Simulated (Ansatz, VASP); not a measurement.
# Two plane-wave programs on Cs2Si3

```xyz
5
Lattice="4.6166 0.0000 0.0000 -2.3083 3.9981 0.0000 0.0000 0.0000 7.1827" Properties=species:S:1:pos:R:3 pbc="T T T"
Cs    0.0000    2.6654    1.7598
Cs    2.3083    1.3327    5.4229
Si    0.0000    0.0000    0.0000
Si    0.0000    2.6654    4.6328
Si    2.3083    1.3327    2.5499
```

Alike in both runs: task single point; functional PBE; k mesh 6 × 6 × 4; occupations gaussian, width 0.1 eV; no spin polarisation.

|  | VASP | Ansatz |
| --- | --- | --- |
| version | VASP 6.6.1 | Ansatz 0.2.0 |
| potentials or method | VASP PAW PBE potentials, release 64 (Cs_sv, Si), cutoff 520 eV | scalar-relativistic, plane waves, PAW |
| valence electrons in the cell | 30 | 30 |

Ansatz gave:

```
gap on the k mesh at the Fermi level (eV)                     : none
pressure (GPa)                                                : 13.4
traceless stress, the component that is largest in VASP (GPa) : -2.98
rms of the force components (eV/Å)                            : 1.100
```

Estimate VASP's values.

gap on the k mesh at the Fermi level (eV): none; pressure (GPa): 13.6; traceless stress, the component that is largest in VASP (GPa): -3.02; rms of the force components (eV/Å): 1.106.

Atom by atom the forces differ by 0.008 eV/Å (rms over components). A gap of «none» marks a metal or a gap that the smearing closes.

Spin-orbit coupling is off throughout.
